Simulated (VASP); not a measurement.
Write the native input for VASP 6.6.1 that does the following.

| Property | Result |
| --- | --- |
| Task | single point |
| Functional | LDA |
| Potentials or basis | VASP PAW LDA potentials, release 64 (Ir) |
| Cutoff | 520 eV |
| k mesh | 14 × 14 × 14 |
| Occupations | fermi-dirac, width 0.1 eV |
| Spin | no spin polarisation |
| Dipole correction | no |
| Further INCAR settings | ALGO = Normal; EDIFF = 1e-07; NBANDS = 10 |

The structure of Ir lies in POSCAR:

```
Ir
1.0
    2.4587469431      0.0000000000      0.0000000000
    0.0000000000      2.4587469431      0.0000000000
    0.0000000000      0.0000000000      2.4587469431
Ir
1
Direct
    0.0000000000      0.0000000000      0.0000000000
```

This isn't the form of Ir at room conditions, which is fcc.

One way to write it, as run:

INCAR

```
PREC = Accurate
ENCUT = 520
EDIFF = 1E-7
ISMEAR = -1
SIGMA = 0.1
LREAL = False
LASPH = True
NELM = 100
ALGO = Normal
ISIF = 2
LWAVE = False
LCHARG = False
GGA = CA
NBANDS = 10
```

KPOINTS

```
Automatic mesh
0
Gamma
  14 14 14
```

Potentials or basis: VASP PAW LDA potentials, release 64 (Ir).

Launch:

```sh
$ cat potpaw_LDA.64/Ir/POTCAR > POTCAR
$ mpirun -np 1 vasp_std > vasp.out
```

Results of the run:

```yaml
Pressure: 30.9 GPa
Band_gap_on_the_k_mesh: zero (an odd number of electrons rules out a gap without spin polarisation)
```

Caveat: the cell stands under pressure; spin-orbit coupling is left out, which moves the levels of the heavy elements.

It took 12 s on 1 thread of Intel Xeon 8259CL, on a shared host, peak memory 0.13 GiB.
